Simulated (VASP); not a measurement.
# HC16 (a cell with a defect) in VASP: notebook

Runs on HC16 (a cell with a defect). Level: PBE. Tasks: relaxation of the atoms.

Everything below comes from runs of VASP 6.6.1. Logs are shortened: lines on timing, memory, paths and dates and some standing lists are left out, and cuts for length are marked.

### Step 1. The cell of the first run

The cell holds a defect, 17 atoms: a = 5.049 Å, b = 5.049 Å, c = 5.049 Å, α = 60.00°, β = 60.00°, γ = 60.00°.

### Step 2. Relaxation of the atoms, PBE

The input, INCAR:

```
SYSTEM = HC16
ALGO = Normal
EDIFF = 1E-6
EDIFFG = -0.03
ENCUT = 520
GGA = PE
IBRION = 2
ISIF = 2
ISMEAR = 0
LASPH = .True.
LCHARG = .False.
LREAL = Auto
LWAVE = .False.
NELECT = 64.0
NELM = 80
NSW = 80
PREC = Accurate
SIGMA = 0.05
```

The input, KPOINTS:

```
k-points
0
Gamma
  3 3 3
  0 0 0
```

The input, POSCAR:

```
HC16
1.0
    0.0000000000      3.5700000000      3.5700000000
    3.5700000000      0.0000000000      3.5700000000
    3.5700000000      3.5700000000      0.0000000000
C H
16 1
Direct
    0.0000000000      0.0000000000      0.0000000000
    0.1250000000      0.1250000000      0.1250000000
    0.0000000000      0.0000000000      0.5000000000
    0.1250000000      0.1250000000      0.6250000000
    0.0000000000      0.5000000000      0.0000000000
    0.1250000000      0.6250000000      0.1250000000
    0.0000000000      0.5000000000      0.5000000000
    0.1250000000      0.6250000000      0.6250000000
    0.5000000000      0.0000000000      0.0000000000
    0.6250000000      0.1250000000      0.1250000000
    0.5000000000      0.0000000000      0.5000000000
    0.6250000000      0.1250000000      0.6250000000
    0.5000000000      0.5000000000      0.0000000000
    0.6250000000      0.6250000000      0.1250000000
    0.5000000000      0.5000000000      0.5000000000
    0.6250000000      0.6250000000      0.6250000000
    0.3909183000      0.8779427000      0.8764986000
```

Potentials or basis: VASP PAW PBE potentials, release 64 (C, H).

Started as:

```sh
$ cat potpaw_PBE.64/C/POTCAR potpaw_PBE.64/H/POTCAR > POTCAR
$ mpirun -np 1 vasp_std > vasp.out
```

OUTCAR:

```text
SYSTEM = HC16
   EDIFF = 1E-6
   EDIFFG = -0.03
   ENCUT = 520
   GGA = PE
   IBRION = 2
   ISIF = 2
   ISMEAR = 0
   LASPH = .True.
   LREAL = Auto
   NELECT = 64.0
   NELM = 80
   NSW = 80
   PREC = Accurate

 ion  position               nearest neighbor table
   1  0.000  0.000  0.000-   2 1.55   4 1.55   6 1.55  10 1.55
   2  0.125  0.125  0.125-   1 1.55   3 1.55   5 1.55   9 1.55
   3  0.000  0.000  0.500-   2 1.55   4 1.55   8 1.55  12 1.55
   4  0.125  0.125  0.625-   1 1.55   3 1.55   7 1.55  11 1.55
   5  0.000  0.500  0.000-   2 1.55   6 1.55   8 1.55  14 1.55
   6  0.125  0.625  0.125-   1 1.55   5 1.55   7 1.55  13 1.55
   7  0.000  0.500  0.500-   4 1.55   6 1.55   8 1.55  16 1.55
   8  0.125  0.625  0.625-   3 1.55   5 1.55   7 1.55  15 1.55
   9  0.500  0.000  0.000-  17 1.46  10 1.55  12 1.55  14 1.55   2 1.55
  10  0.625  0.125  0.125-   1 1.55   9 1.55  11 1.55  13 1.55
  11  0.500  0.000  0.500-   4 1.55  10 1.55  12 1.55  16 1.55
  12  0.625  0.125  0.625-   3 1.55   9 1.55  11 1.55  15 1.55
  13  0.500  0.500  0.000-   6 1.55  10 1.55  14 1.55  16 1.55
  14  0.625  0.625  0.125-   5 1.55   9 1.55  13 1.55  15 1.55
  15  0.500  0.500  0.500-   8 1.55  12 1.55  14 1.55  16 1.55
  16  0.625  0.625  0.625-   7 1.55  11 1.55  13 1.55  15 1.55
  17  0.391  0.878  0.876-   9 1.46

  LATTYP: Found a face centered cubic cell.
 ALAT       =     7.1400000000

  Lattice vectors:

 A1 = (   0.0000000000,   3.5700000000,   3.5700000000)
 A2 = (   3.5700000000,   0.0000000000,   3.5700000000)
 A3 = (   3.5700000000,   3.5700000000,   0.0000000000)

Analysis of symmetry for initial positions (statically):
=====================================================================
 Subroutine PRICEL returns:
 Original cell was already a primitive cell.

 Routine SETGRP: Setting up the symmetry group for a
 face centered cubic supercell.

 Subroutine GETGRP returns: Found  1 space group operations
 (whereof  1 operations were pure point group operations)
 out of a pool of 48 trial point group operations.

The static configuration has the point symmetry C_1 .

Analysis of symmetry for dynamics (positions and initial velocities):
=====================================================================
 Subroutine PRICEL returns:
 Original cell was already a primitive cell.

 Routine SETGRP: Setting up the symmetry group for a
 face centered cubic supercell.

 Subroutine GETGRP returns: Found  1 space group operations
 (whereof  1 operations were pure point group operations)
 out of a pool of 48 trial point group operations.

The dynamic configuration has the point symmetry C_1 .

 Subroutine INISYM returns: Found  1 space group operations
 (whereof  1 operations are pure point group operations),
 and found     1 'primitive' translations

----------------------------------------------------------------------------------------

                                     Primitive cell

  volume of cell :      90.9986

  direct lattice vectors                    reciprocal lattice vectors
     0.000000000  3.570000000  3.570000000    -0.140056022  0.140056022  0.140056022
     3.570000000  0.000000000  3.570000000     0.140056022 -0.140056022  0.140056022
     3.570000000  3.570000000  0.000000000     0.140056022  0.140056022 -0.140056022

  length of vectors
     5.048742418  5.048742418  5.048742418     0.242584147  0.242584147  0.242584147

  position of ions in fractional coordinates (direct lattice)
     0.000000000  0.000000000  0.000000000
     0.125000000  0.125000000  0.125000000
     0.000000000  0.000000000  0.500000000
     0.125000000  0.125000000  0.625000000
     0.000000000  0.500000000  0.000000000
     0.125000000  0.625000000  0.125000000
[... 9 lines left out ...]
     0.625000000  0.625000000  0.625000000
     0.390918300  0.877942700  0.876498600

  ion indices of the primitive-cell ions
   primitive index   ion index
                 1           1
                 2           2
                 3           3
                 4           4
                 5           5
                 6           6
[... 9 lines left out ...]
                16          16
                17          17

----------------------------------------------------------------------------------------

 KPOINTS: k-points

Automatic generation of k-mesh.
 Grid dimensions read from file:
 generate k-points for:    3    3    3

 Generating k-lattice:

  Cartesian coordinates                     Fractional coordinates (reciprocal lattice)
    -0.046685341  0.046685341  0.046685341     0.333333333  0.000000000  0.000000000
     0.046685341 -0.046685341  0.046685341     0.000000000  0.333333333  0.000000000
     0.046685341  0.046685341 -0.046685341     0.000000000  0.000000000  0.333333333

  Length of vectors
     0.080861382  0.080861382  0.080861382

  Shift w.r.t. Gamma in fractional coordinates (k-lattice)
     0.000000000  0.000000000  0.000000000

 Subroutine IBZKPT returns following result:
 ===========================================

 Found     14 irreducible k-points:

 Following reciprocal coordinates:
            Coordinates               Weight
  0.000000  0.000000  0.000000      1.000000
  0.333333  0.000000  0.000000      2.000000
  0.000000  0.333333  0.000000      2.000000
  0.000000  0.000000  0.333333      2.000000
  0.333333  0.333333  0.333333      2.000000
  0.333333  0.333333  0.000000      2.000000
  0.000000  0.333333  0.333333      2.000000
  0.333333  0.000000  0.333333      2.000000
 -0.333333  0.333333  0.000000      2.000000
  0.000000 -0.333333  0.333333      2.000000
  0.333333  0.000000 -0.333333      2.000000
  0.333333  0.333333 -0.333333      2.000000
 -0.333333  0.333333 -0.333333      2.000000
  0.333333 -0.333333 -0.333333      2.000000
   k-points           NKPTS =     14   k-points in BZ     NKDIM =     14   number of bands    NBANDS=     41
   number of dos      NEDOS =    301   number of ions     NIONS =     17
   total plane-waves  NPLWV =  64000
   dimension x,y,z NGX =    40 NGY =   40 NGZ =   40
   dimension x,y,z NGXF=    80 NGYF=   80 NGZF=   80
   ions per type =              16   1
   NGX,Y,Z   is equivalent  to a cutoff of  13.17, 13.17, 13.17 a.u.
   NGXF,Y,Z  is equivalent  to a cutoff of  26.34, 26.34, 26.34 a.u.
 SYSTEM =  HC16
   PREC   = accura    normal or accurate (medium, high low for compatibility)
   ISTART =      0    job   : 0-new  1-cont  2-samecut
   ICHARG =      2    charge: 1-file 2-atom 10-const
   ISPIN  =      1    spin polarized calculation?
   LNONCOLLINEAR =      F non collinear calculations
   LSORBIT =      F    spin-orbit coupling
   LASPH  =      T    aspherical Exc in radial PAW
   ENCUT  =  520.0 eV  38.22 Ry    6.18 a.u.   9.39  9.39  9.39*2*pi/ulx,y,z
   NELM   =     80;   NELMIN=  2; NELMDL= -5     # of ELM steps
   EDIFF  = 0.1E-05   stopping-criterion for ELM
   LREAL  =      T    real-space projection
   EDIFFG = -.3E-01   stopping-criterion for IOM
   NSW    =     80    number of steps for IOM
   IBRION =      2    ionic relax: 0-MD 1-quasi-New 2-CG
   NFREE  =      1    steps in history (QN), initial steepest desc. (CG)
   ISIF   =      2    stress and relaxation
   ISYM   =      2    0-nonsym 1-usesym 2-fastsym
   POTIM  = 0.5000    time-step for ionic-motion
   TEBEG  =    0.0;   TEEND  =   0.0 temperature during run
   PSTRESS=    0.0 pullay stress
   NELECT =      64.0000    total number of electrons
   NUPDOWN=      -1.0000    fix difference up-down
   EMIN   =  10.00;   EMAX   =-10.00  energy-range for DOS
   EFERMI =   0.00;   METHOD = LEGACY
   ISMEAR =     0;   SIGMA  =   0.05  broadening in eV -4-tet -1-fermi 0-gaus
   EFERMI_NEDOS =   21; number of points for ismear=-14 and -15
   IALGO  =     38    algorithm
   IMIX   =      4    mixing-type and parameters
     AMIX     =   0.40;   BMIX     =  1.00
     AMIX_MAG =   1.60;   BMIX_MAG =  1.00
  volume/ion in A,a.u.               =       5.35        36.12
  Fermi-wavevector in a.u.,A,eV,Ry     =   1.455872  2.751200 28.838420  2.119564
  Thomas-Fermi vector in A             =   2.572856
   LORBIT       =      0    0 simple, 1 ext, 2 COOP (PROOUT), +10 PAW based schemes
   GGA     = PE    functional components
   LHFCALC =     F    Hartree Fock is set to
   AEXX    =    0.0000 exact exchange contribution
   IVDW    =     0    specifies the selected vdW correction
   LEPSILON=     F    determine dielectric tensor
   LRPA    =     F    only Hartree local field effects (RPA)
 conjugate gradient relaxation of ions
 non-spin polarized calculation
 Gauss-broadening in eV      SIGMA  =   0.05
  energy-cutoff  :      520.00
  volume of cell :       91.00
 maximum number of plane-waves:      2453
 NGX is ok and might be reduce to    40
   NGX = 19   NGY = 19   NGZ = 19

--------------------------------------- Ionic step        1  -------------------------------------------

 number of electron      63.9999994 magnetization

 Free energy of the ion-electron system (eV)
  ---------------------------------------------------
  ext. energy  EPLUGINS =         0.00000000
  ---------------------------------------------------
  free energy    TOTEN  =      -154.31828550 eV

  energy without entropy =     -154.31628524  energy(sigma->0) =     -154.31728537

------------------------ aborting loop because EDIFF is reached ----------------------------------------

  FORCE on cell =-STRESS in cart. coord.  units (eV):
  Direction    XX          YY          ZZ          XY          YZ          ZX
  --------------------------------------------------------------------------------------
  -------------------------------------------------------------------------------------
  Total       -7.7800714     -7.8678332     -7.8849783      0.0768695     -0.0406849      0.0677014
  in kB     -136.9807442   -138.5259330   -138.8277997      1.3534121     -0.7163235      1.1919935
  external PRESSURE =    -138.1114923 kB  Pullay stress =       0.0000000 kB
[... 134 lines left out ...]
  FREE ENERGIE OF THE ION-ELECTRON SYSTEM (eV)
  ---------------------------------------------------
  free  energy   TOTEN  =      -154.4299266985 eV

  energy  without entropy=     -154.4295815158  energy(sigma->0) =     -154.42975411

 E-fermi :   9.9968     XC(G=0): -13.2673

 val. band max:        9.8693031588   @ k =   0.0000   0.0000   0.0000
 cond. band min:      10.1233055477   @ k =   0.0000   0.0000   0.0000
 fundamental gap:      0.2540023889
 Fermi energy:         9.9968122380

 k-point     1 :       0.0000    0.0000    0.0000
  band No.  band energies     occupation
      1     -11.8711      2.00000
      2      -6.2137      2.00000
      3      -5.8928      2.00000
      4      -5.8894      2.00000
      5      -5.8624      2.00000
      6      -5.0242      2.00000
[... 605 lines left out ...]
     40      18.4029      0.00000
     41      18.6323      0.00000

[... ionic steps 4 to 56 ...]

--------------------------------------- Ionic step       57  -------------------------------------------

 number of electron      63.9999999 magnetization

------------------------ aborting loop because EDIFF is reached ----------------------------------------
[... 97 lines left out ...]
--------------------------------------- Ionic step       59  -------------------------------------------

 number of electron      64.0000000 magnetization

 Free energy of the ion-electron system (eV)
  ---------------------------------------------------
  ext. energy  EPLUGINS =         0.00000000
  ---------------------------------------------------
  free energy    TOTEN  =      -155.22743483 eV

  energy without entropy =     -155.22743483  energy(sigma->0) =     -155.22743483

 E-fermi :  10.1645     XC(G=0): -13.2426

 val. band max:        9.8913253444   @ k =   0.0000   0.0000   0.0000
 cond. band min:      12.5568833381   @ k =   0.0000   0.0000   0.0000
 fundamental gap:      2.6655579938
 Fermi energy:        10.1645076443

 k-point     1 :       0.0000    0.0000    0.0000
  band No.  band energies     occupation
      1     -11.9896      2.00000
      2      -6.9405      2.00000
      3      -6.0103      2.00000
      4      -5.9336      2.00000
      5      -5.8815      2.00000
      6      -4.7885      2.00000
[... 649 lines left out ...]
  FREE ENERGIE OF THE ION-ELECTRON SYSTEM (eV)
  ---------------------------------------------------
  free  energy   TOTEN  =      -155.2274348279 eV

  energy  without entropy=     -155.2274348279  energy(sigma->0) =     -155.22743483

 reached required accuracy - stopping structural energy minimisation
```

It took 45 min on 1 thread of Intel Xeon Platinum 8488C (Sapphire Rapids), shared host; peak memory 0.25 GiB.

Results:

```
Free energy                  : -155.2274 eV
Energy gained by relaxing    : 53.5 meV/atom
Ionic steps                  : 59
Largest force after relaxing : 0.027 eV/Å
```

Forces on the atoms (eV/Å):
```
C   -0.003  0.008 -0.014
C   -0.005  0.007  0.005
C   -0.001  0.007  0.004
C    0.000  0.012 -0.005
C    0.005  0.004 -0.006
C   -0.010  0.006 -0.005
C    0.002  0.005  0.000
C    0.018  0.000 -0.006
C   -0.005  0.000  0.000
C   -0.001 -0.003  0.000
C   -0.002 -0.001  0.000
C   -0.008 -0.018  0.017
C    0.006 -0.001  0.003
C    0.005 -0.006 -0.007
C    0.006 -0.005 -0.003
C   -0.001 -0.001 -0.006
H   -0.004 -0.015  0.023
```

The path:
| step | energy change (eV) | largest force (eV/Å) | pressure (GPa) |
| --- | --- | --- | --- |
| 1 | 0.0000 | 1.3587 | -13.81 |
| 3 | -0.1116 | 0.5764 | -14.44 |
| 5 | -0.1279 | 0.7489 | -14.30 |
| 7 | -0.1555 | 0.9211 | -14.23 |
| 9 | -0.3111 | 1.3314 | -13.34 |
| 11 | -0.3494 | 1.5675 | -12.79 |
| 13 | -0.3645 | 1.7293 | -12.10 |
| 15 | -0.3808 | 1.8429 | -11.55 |
| 17 | -0.4595 | 1.3493 | -11.77 |
| 19 | -0.4887 | 1.3824 | -11.75 |
| 21 | -0.5574 | 1.1504 | -12.01 |
| 23 | -0.6272 | 1.0565 | -12.31 |
| 25 | -0.6995 | 0.9147 | -12.59 |
| 27 | -0.7751 | 0.6486 | -12.91 |
| 29 | -0.8217 | 0.5056 | -12.75 |
| 31 | -0.8654 | 0.4001 | -12.22 |
| 33 | -0.8802 | 0.4325 | -11.80 |
| 35 | -0.8935 | 0.3141 | -11.23 |
| 37 | -0.9048 | 0.1466 | -10.45 |
| 39 | -0.9067 | 0.0548 | -10.25 |
| 41 | -0.9071 | 0.0405 | -10.22 |
| 43 | -0.9072 | 0.0424 | -10.21 |
| 45 | -0.9074 | 0.0432 | -10.20 |
| 47 | -0.9075 | 0.0409 | -10.20 |
| 49 | -0.9077 | 0.0495 | -10.21 |
| 51 | -0.9080 | 0.0799 | -10.21 |
| 53 | -0.9081 | 0.0847 | -10.22 |
| 55 | -0.9086 | 0.0682 | -10.32 |
| 57 | -0.9089 | 0.0563 | -10.31 |
| 59 | -0.9091 | 0.0272 | -10.35 |

Final structure:
```
C H
1.0
     0.00000    3.57000    3.57000
     3.57000    0.00000    3.57000
     3.57000    3.57000    0.00000
C H
16 1
Direct
  0.99411 0.99695 0.00035
  0.11192 0.12474 0.13022
  0.99254 0.99847 0.50198
  0.11566 0.12552 0.62574
  0.98897 0.49860 0.00632
  0.11493 0.62308 0.12906
  0.98965 0.49865 0.50297
  0.11064 0.62291 0.63160
  0.47790 0.99252 0.03332
  0.62074 0.12456 0.12202
  0.48998 0.99970 0.49178
  0.62635 0.13473 0.59968
  0.48853 0.49708 0.00462
  0.61471 0.61254 0.14103
  0.48395 0.49848 0.51066
  0.61610 0.62175 0.62782
  0.55425 0.90766 0.81733
```

Caveat: the k points lie up to 0.51 Å⁻¹ apart; the cell carries a net charge on a neutralising background, which shifts energy and pressure; the cell is charged against a uniform background, so pressure and absolute levels hang on convention.

### Step 3. Relaxation of the atoms, PBE

The input, INCAR:

```
PREC = Accurate ; ENCUT = 520
EDIFF = 1E-6 ; ISMEAR = 0
SIGMA = 0.05 ; LREAL = Auto
LASPH = T ; NELM = 80
ALGO = Normal ; ISIF = 2
LWAVE = F ; LCHARG = F
GGA = PE ; IBRION = 2
NSW = 80 ; EDIFFG = -0.03
NELECT = 64.0
```

The input, KPOINTS:

```
Automatic mesh
0
Gamma
  3 3 3
```

Changes to POSCAR since step 2:

```diff
@@ -24,2 +24,2 @@
     0.6250000000      0.6250000000      0.6250000000
-    0.3909183000      0.8779427000      0.8764986000
+    0.2543837400      0.7462672600      1.2494292900
```

Potentials or basis: VASP PAW PBE potentials, release 64 (C, H).

Started as:

```sh
$ cat potpaw_PBE.64/C/POTCAR potpaw_PBE.64/H/POTCAR > POTCAR
$ mpirun -np 1 vasp_std > vasp.out
```

Wall time 45 min (1 thread of Intel Xeon Platinum 8488C (Sapphire Rapids), shared host); peak memory 0.26 GiB.

Results (log left out):

* Free energy: -155.2267 eV
* Energy gained by relaxing: 54.5 meV/atom
* Ionic steps: 63
* Largest force after relaxing: 0.027 eV/Å

Forces on the atoms (eV/Å):
```
C    0.002 -0.003  0.003
C   -0.004  0.005  0.005
C    0.005  0.002  0.000
C    0.000 -0.002 -0.011
C   -0.007  0.000 -0.001
C   -0.002  0.000 -0.004
C    0.001 -0.003  0.000
C   -0.005  0.003  0.002
C    0.002 -0.004  0.005
C   -0.005  0.004  0.002
C    0.002 -0.006 -0.001
C   -0.004  0.004 -0.001
C    0.007  0.008  0.005
C    0.003 -0.002 -0.003
C   -0.002  0.004 -0.007
C   -0.002  0.014 -0.001
H    0.010 -0.024  0.007
```

The path:
| step | energy change (eV) | largest force (eV/Å) | pressure (GPa) |
| --- | --- | --- | --- |
| 1 | 0.0000 | 1.2488 | -13.81 |
| 3 | -0.1025 | 0.1991 | -14.46 |
| 5 | -0.1045 | 0.1445 | -14.45 |
| 7 | -0.1090 | 0.2926 | -14.42 |
| 9 | -0.1336 | 0.8643 | -14.10 |
| 11 | -0.1436 | 1.1977 | -13.79 |
| 13 | -0.1455 | 1.3889 | -13.59 |
| 15 | -0.1456 | 1.3902 | -13.59 |
| 17 | -0.1458 | 1.3983 | -13.58 |
| 19 | -0.1467 | 1.4286 | -13.54 |
| 21 | -0.1494 | 1.5523 | -13.38 |
| 23 | -0.1501 | 1.6382 | -13.25 |
| 25 | -0.1583 | 1.6411 | -13.21 |
| 27 | -0.1941 | 1.6512 | -13.02 |
| 29 | -0.2837 | 2.7217 | -11.93 |
| 31 | -0.4635 | 1.9599 | -12.16 |
| 33 | -0.5925 | 1.2473 | -12.08 |
| 35 | -0.6524 | 1.0612 | -12.16 |
| 37 | -0.6598 | 1.2009 | -12.14 |
| 39 | -0.7345 | 0.9295 | -12.11 |
| 41 | -0.7418 | 1.0975 | -12.07 |
| 43 | -0.8285 | 0.6386 | -12.31 |
| 45 | -0.8536 | 0.4905 | -12.33 |
| 47 | -0.8821 | 0.3892 | -12.17 |
| 49 | -0.9047 | 0.2644 | -11.72 |
| 51 | -0.9144 | 0.2479 | -11.33 |
| 53 | -0.9205 | 0.1786 | -10.96 |
| 55 | -0.9246 | 0.1413 | -10.60 |
| 57 | -0.9268 | 0.0638 | -10.30 |
| 59 | -0.9270 | 0.0602 | -10.25 |
| 61 | -0.9271 | 0.0314 | -10.25 |
| 63 | -0.9272 | 0.0272 | -10.25 |

Final structure:
```xyz
17
Lattice="0.0000 3.5700 3.5700 3.5700 0.0000 3.5700 3.5700 3.5700 0.0000" Properties=species:S:1:pos:R:3 pbc="T T T"
C     3.6060    7.1045    3.5743
C     0.9303    0.8669    0.8814
C     1.8332    5.3287    3.5774
C     2.7242    2.6464    0.8989
C     1.8080    3.5389    5.3428
C     2.7182    0.8236    2.6492
C     3.6177    5.3287    5.3552
C     4.5194    2.6479    2.6839
C     0.0511    1.7502    1.7993
C     0.9262    2.6510    2.6774
C     1.8480    3.5367    1.8020
C     2.7272    4.4405    2.6950
C     5.3182    5.2596    3.5114
C     2.7875    2.7114    4.5562
C     3.6582    3.5861    3.5833
C     4.5296    4.4382    4.4971
H     2.7916    2.2593    3.4674
```

Levels at points of the mesh, in eV from the Fermi level:
```tsv
k point	band 28	band 29	band 30	band 31	band 32	band 33	band 34	band 35	band 36	band 37
(0.00, 0.00, 0.00)	-3.01	-2.89	-0.56	-0.43	-0.28	2.33	3.04	4.01	4.23	4.52
```

Caveat: the k points lie up to 0.51 Å⁻¹ apart; the cell carries a net charge on a neutralising background, which shifts energy and pressure; the cell is charged against a uniform background, so pressure and absolute levels hang on convention.
